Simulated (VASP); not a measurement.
# Ga (Fm-3m) in VASP: relaxation of cell and atoms with PBE

Aim: the relaxation of cell and atoms of Ga with PBE.

Program: VASP 6.6.1. These are calculated values, not measurements. Logs are shortened: lines on timing, memory, paths and dates and some standing lists are left out, and cuts for length are marked.

**1. The cell of the first run**

The structure is cubic, space group Fm-3m (No. 225). The conventional cell has a = 3.631 Å, b = 3.631 Å, c = 3.631 Å, α = 90.00°, β = 90.00°, γ = 90.00°. Within 3.4 Å of Ga (site symmetry m-3m) lie 12 Ga at 2.57 Å.

This isn't the form of Ga at room conditions, which is orthorhombic.

**2. Relaxation of cell and atoms, PBE**

INCAR reads:

```
ALGO = Normal
EDIFF = 1E-6
EDIFFG = -0.005
ENCUT = 600
GGA = PE
IBRION = 2
ISIF = 3
ISMEAR = -1
LASPH = T
LCHARG = F
LREAL = F
LWAVE = F
NELM = 100
NSW = 100
PREC = Accurate
SIGMA = 0.05
```

KPOINTS reads:

```
k-points
0
Gamma
  17 17 17
```

POSCAR reads:

```
Ga
1.0
    0.0000000000      1.8154625470      1.8154625470
    1.8154625470      0.0000000000      1.8154625470
    1.8154625470      1.8154625470      0.0000000000
Ga
1
Direct
    0.0000000000      0.0000000000      0.0000000000
```

Potentials or basis: VASP PAW PBE potentials, release 64 (Ga_d).

Started as:

```
cat potpaw_PBE.64/Ga_d/POTCAR > POTCAR
mpirun -np 1 vasp_std > vasp.out
```

OUTCAR:

```text
EDIFF = 1E-6
   EDIFFG = -0.005
   ENCUT = 600
   GGA = PE
   IBRION = 2
   ISIF = 3
   ISMEAR = -1
   LASPH = T
   LREAL = F
   NELM = 100
   NSW = 100
   PREC = Accurate

 ion  position               nearest neighbor table
   1  0.000  0.000  0.000-

  LATTYP: Found a face centered cubic cell.
 ALAT       =     3.6309250940

  Lattice vectors:

 A1 = (   0.0000000000,   1.8154625470,   1.8154625470)
 A2 = (   1.8154625470,   0.0000000000,   1.8154625470)
 A3 = (   1.8154625470,   1.8154625470,   0.0000000000)

Analysis of symmetry for initial positions (statically):
=====================================================================
 Subroutine PRICEL returns:
 Original cell was already a primitive cell.

 Routine SETGRP: Setting up the symmetry group for a
 face centered cubic supercell.

 Subroutine GETGRP returns: Found 48 space group operations
 (whereof 48 operations were pure point group operations)
 out of a pool of 48 trial point group operations.

The static configuration has the point symmetry O_h .

Analysis of symmetry for dynamics (positions and initial velocities):
=====================================================================
 Subroutine PRICEL returns:
 Original cell was already a primitive cell.

 Routine SETGRP: Setting up the symmetry group for a
 face centered cubic supercell.

 Subroutine GETGRP returns: Found 48 space group operations
 (whereof 48 operations were pure point group operations)
 out of a pool of 48 trial point group operations.

The dynamic configuration has the point symmetry O_h .

 Subroutine INISYM returns: Found 48 space group operations
 (whereof 48 operations are pure point group operations),
 and found     1 'primitive' translations

----------------------------------------------------------------------------------------

                                     Primitive cell

  volume of cell :      11.9672

  direct lattice vectors                    reciprocal lattice vectors
     0.000000000  1.815462547  1.815462547    -0.275411906  0.275411906  0.275411906
     1.815462547  0.000000000  1.815462547     0.275411906 -0.275411906  0.275411906
     1.815462547  1.815462547  0.000000000     0.275411906  0.275411906 -0.275411906

  length of vectors
     2.567451756  2.567451756  2.567451756     0.477027414  0.477027414  0.477027414

  position of ions in fractional coordinates (direct lattice)
     0.000000000  0.000000000  0.000000000

  ion indices of the primitive-cell ions
   primitive index   ion index
                 1           1

----------------------------------------------------------------------------------------

 KPOINTS: k-points

Automatic generation of k-mesh.
 Grid dimensions read from file:
 generate k-points for:   17   17   17

 Generating k-lattice:

  Cartesian coordinates                     Fractional coordinates (reciprocal lattice)
    -0.016200700  0.016200700  0.016200700     0.058823529  0.000000000  0.000000000
     0.016200700 -0.016200700  0.016200700     0.000000000  0.058823529  0.000000000
     0.016200700  0.016200700 -0.016200700     0.000000000  0.000000000  0.058823529

  Length of vectors
     0.028060436  0.028060436  0.028060436

  Shift w.r.t. Gamma in fractional coordinates (k-lattice)
     0.000000000  0.000000000  0.000000000

 Subroutine IBZKPT returns following result:
 ===========================================

 Found    165 irreducible k-points:

 Following reciprocal coordinates:
            Coordinates               Weight
  0.000000  0.000000  0.000000      1.000000
  0.058824  0.000000  0.000000      8.000000
  0.117647  0.000000  0.000000      8.000000
  0.176471  0.000000  0.000000      8.000000
  0.235294  0.000000  0.000000      8.000000
  0.294118  0.000000  0.000000      8.000000
[... 16 lines left out ...]
 -0.176471  0.058824  0.000000     24.000000
 -0.117647  0.058824  0.000000     24.000000
 [... further k-points ...]
   k-points           NKPTS =    165   k-points in BZ     NKDIM =    165   number of bands    NBANDS=     10
   number of dos      NEDOS =    301   number of ions     NIONS =      1
   total plane-waves  NPLWV =  13824
   dimension x,y,z NGX =    24 NGY =   24 NGZ =   24
   dimension x,y,z NGXF=    48 NGYF=   48 NGZF=   48
   ions per type =               1
   NGX,Y,Z   is equivalent  to a cutoff of  15.54, 15.54, 15.54 a.u.
   NGXF,Y,Z  is equivalent  to a cutoff of  31.08, 31.08, 31.08 a.u.
 SYSTEM =  unknown system
   PREC   = accura    normal or accurate (medium, high low for compatibility)
   ISTART =      0    job   : 0-new  1-cont  2-samecut
   ICHARG =      2    charge: 1-file 2-atom 10-const
   ISPIN  =      1    spin polarized calculation?
   LNONCOLLINEAR =      F non collinear calculations
   LSORBIT =      F    spin-orbit coupling
   LASPH  =      T    aspherical Exc in radial PAW
   ENCUT  =  600.0 eV  44.10 Ry    6.64 a.u.   5.13  5.13  5.13*2*pi/ulx,y,z
   NELM   =    100;   NELMIN=  2; NELMDL= -5     # of ELM steps
   EDIFF  = 0.1E-05   stopping-criterion for ELM
   LREAL  =      F    real-space projection
   EDIFFG = -.5E-02   stopping-criterion for IOM
   NSW    =    100    number of steps for IOM
   IBRION =      2    ionic relax: 0-MD 1-quasi-New 2-CG
   NFREE  =      1    steps in history (QN), initial steepest desc. (CG)
   ISIF   =      3    stress and relaxation
   ISYM   =      2    0-nonsym 1-usesym 2-fastsym
   POTIM  = 0.5000    time-step for ionic-motion
   TEBEG  =    0.0;   TEEND  =   0.0 temperature during run
   PSTRESS=    0.0 pullay stress
   NELECT =      13.0000    total number of electrons
   NUPDOWN=      -1.0000    fix difference up-down
   EMIN   =  10.00;   EMAX   =-10.00  energy-range for DOS
   EFERMI =   0.00;   METHOD = LEGACY
   ISMEAR =    -1;   SIGMA  =   0.05  broadening in eV -4-tet -1-fermi 0-gaus
   EFERMI_NEDOS =   21; number of points for ismear=-14 and -15
   IALGO  =     38    algorithm
   IMIX   =      4    mixing-type and parameters
     AMIX     =   0.40;   BMIX     =  1.00
     AMIX_MAG =   1.60;   BMIX_MAG =  1.00
  volume/ion in A,a.u.               =      11.97        80.76
  Fermi-wavevector in a.u.,A,eV,Ry     =   1.682901  3.180222 38.533834  2.832157
  Thomas-Fermi vector in A             =   2.766198
   LORBIT       =      0    0 simple, 1 ext, 2 COOP (PROOUT), +10 PAW based schemes
   GGA     = PE    functional components
   LHFCALC =     F    Hartree Fock is set to
   AEXX    =    0.0000 exact exchange contribution
   IVDW    =     0    specifies the selected vdW correction
   LEPSILON=     F    determine dielectric tensor
   LRPA    =     F    only Hartree local field effects (RPA)
 conjugate gradient relaxation of ions
 non-spin polarized calculation
  energy-cutoff  :      600.00
  volume of cell :       11.97
 maximum number of plane-waves:       411
 NGX is ok and might be reduce to    24
   NGX = 11   NGY = 11   NGZ = 11

--------------------------------------- Ionic step        1  -------------------------------------------

 number of electron      13.0000000 magnetization

 Free energy of the ion-electron system (eV)
  ---------------------------------------------------
  ext. energy  EPLUGINS =         0.00000000
  ---------------------------------------------------
  free energy    TOTEN  =        -1.94386785 eV

  energy without entropy =       -1.94100521  energy(sigma->0) =       -1.94243653

 E-fermi :  11.1524     XC(G=0): -13.5039

 val. band max:       11.1067445060   @ k =  -0.4118   0.3529   0.1765
 cond. band min:      11.1623856452   @ k =  -0.4706   0.2941   0.1176
 fundamental gap:      0.0556411391
 Fermi energy:        11.1524445466

 k-point     1 :       0.0000    0.0000    0.0000
  band No.  band energies     occupation
      1      -4.8817      2.00000
      2      -4.8817      2.00000
      3      -4.8817      2.00000
      4      -4.5220      2.00000
      5      -4.5220      2.00000
      6      -4.4562      2.00000
      7      28.9198      0.00000
      8      28.9198      0.00000
      9      28.9199      0.00000
     10      29.1698      0.00000

 k-point     2 :       0.0588    0.0000    0.0000
  band No.  band energies     occupation
      1      -4.8904      2.00000
      2      -4.8698      2.00000
      3      -4.8698      2.00000
      4      -4.5249      2.00000
      5      -4.5249      2.00000
      6      -4.3310      2.00000
      7      26.5572      0.00000
      8      28.4741      0.00000
      9      28.4741      0.00000
     10      29.0721      0.00000
[... 690 lines left out ...]
 VOLUME and BASIS-vectors are now :
 -----------------------------------------------------------------------------
  energy-cutoff  :      600.00
  volume of cell :       18.42
      direct lattice vectors                 reciprocal lattice vectors
    -0.000000000  2.095953537  2.095953537    -0.238554907  0.238554907  0.238554907
     2.095953537  0.000000000  2.095953537     0.238554907 -0.238554907  0.238554907
     2.095953537  2.095953537  0.000000000     0.238554907  0.238554907 -0.238554907

 POSITION                                       TOTAL-FORCE (eV/Angst)
 -----------------------------------------------------------------------------------
      0.00000      0.00000      0.00000        -0.000000      0.000000     -0.000000
 -----------------------------------------------------------------------------------
    total drift:                               -0.000000      0.000000     -0.000000

  FREE ENERGIE OF THE ION-ELECTRON SYSTEM (eV)
  ---------------------------------------------------
  free  energy   TOTEN  =        -2.8827796733 eV

  energy  without entropy=       -2.8798210285  energy(sigma->0) =       -2.88130035

--------------------------------------- Ionic step        4  -------------------------------------------

 number of electron      13.0000010 magnetization

 Free energy of the ion-electron system (eV)
  ---------------------------------------------------
  ext. energy  EPLUGINS =         0.00000000
  ---------------------------------------------------
  free energy    TOTEN  =        -2.88508227 eV

  energy without entropy =       -2.88207704  energy(sigma->0) =       -2.88357966

 E-fermi :   5.5179     XC(G=0): -11.0003

 val. band max:        5.4805621419   @ k =   0.3529   0.0000   0.0000
 cond. band min:       5.5317784195   @ k =  -0.4118   0.4118   0.1176
 fundamental gap:      0.0512162776
 Fermi energy:         5.5179018880

 k-point     1 :       0.0000    0.0000    0.0000
  band No.  band energies     occupation
      1      -9.3734      2.00000
      2      -9.3734      2.00000
      3      -9.3734      2.00000
      4      -9.2545      2.00000
      5      -9.2545      2.00000
      6      -5.4920      2.00000
      7      17.7001      0.00000
      8      17.7001      0.00000
      9      17.7001      0.00000
     10      21.3365      0.00000

 k-point     2 :       0.0588    0.0000    0.0000
  band No.  band energies     occupation
      1      -9.3745      2.00000
      2      -9.3692      2.00000
      3      -9.3692      2.00000
      4      -9.2551      2.00000
      5      -9.2551      2.00000
      6      -5.4034      2.00000
      7      16.5630      0.00000
      8      17.5089      0.00000
      9      17.5090      0.00000
     10      20.4325      0.00000
[... 299 lines left out ...]
 VOLUME and BASIS-vectors are now :
 -----------------------------------------------------------------------------
  energy-cutoff  :      600.00
  volume of cell :       18.94
      direct lattice vectors                 reciprocal lattice vectors
    -0.000000000  2.115630340  2.115630340    -0.236336183  0.236336183  0.236336183
     2.115630340  0.000000000  2.115630340     0.236336183 -0.236336183  0.236336183
     2.115630340  2.115630340  0.000000000     0.236336183  0.236336183 -0.236336183

 POSITION                                       TOTAL-FORCE (eV/Angst)
 -----------------------------------------------------------------------------------
      2.11563      2.11563      0.00000         0.000000      0.000000     -0.000000
 -----------------------------------------------------------------------------------
    total drift:                                0.000000      0.000000     -0.000000

  FREE ENERGIE OF THE ION-ELECTRON SYSTEM (eV)
  ---------------------------------------------------
  free  energy   TOTEN  =        -2.8850822701 eV

  energy  without entropy=       -2.8820770445  energy(sigma->0) =       -2.88357966

 reached required accuracy - stopping structural energy minimisation
```

Wall time 1.7 min (1 thread of Intel Xeon 8259CL, shared host); peak memory 0.16 GiB.

What came out:

* Free energy: -2.8851 eV
* Relaxed volume: 18.94 Å³/atom
* Relaxed cell: a = 2.992 Å, b = 2.992 Å, c = 2.992 Å, α = 60.00°, β = 60.00°, γ = 60.00°
* Space group after relaxing (to 0.1 Å): Fm-3m (No. 225)
* Energy gained by relaxing: 941.2 meV/atom
* Ionic steps: 4
* Pressure after relaxing: 0.0 GPa
* Band gap on the k mesh: zero (an odd number of electrons rules out a gap without spin polarisation)

Step by step:
```
step  energy change (eV)  largest force (eV/Å)  pressure (GPa)  volume (Å³)
   1              0.0000                0.0000           67.54        11.97
   2             -0.8450                0.0000           -6.50        23.00
   3             -0.9389                0.0000            1.13        18.42
   4             -0.9412                0.0000            0.01        18.94
```

Final structure:
```
Ga
1.0
     0.00000    2.11563    2.11563
     2.11563    0.00000    2.11563
     2.11563    2.11563    0.00000
Ga
1
Direct
  0.00000 0.00000 0.00000
```

Levels at points of the mesh, in eV from the Fermi level:
```tsv
k point	band 2	band 3	band 4	band 5	band 6	band 7	band 8	band 9	band 10
(0.00, 0.00, 0.00)	-14.89	-14.89	-14.77	-14.77	-11.01	12.18	12.18	12.18	15.82
```

Caveat: the volume moved by over 15 % at a fixed basis, so the end points are rough.
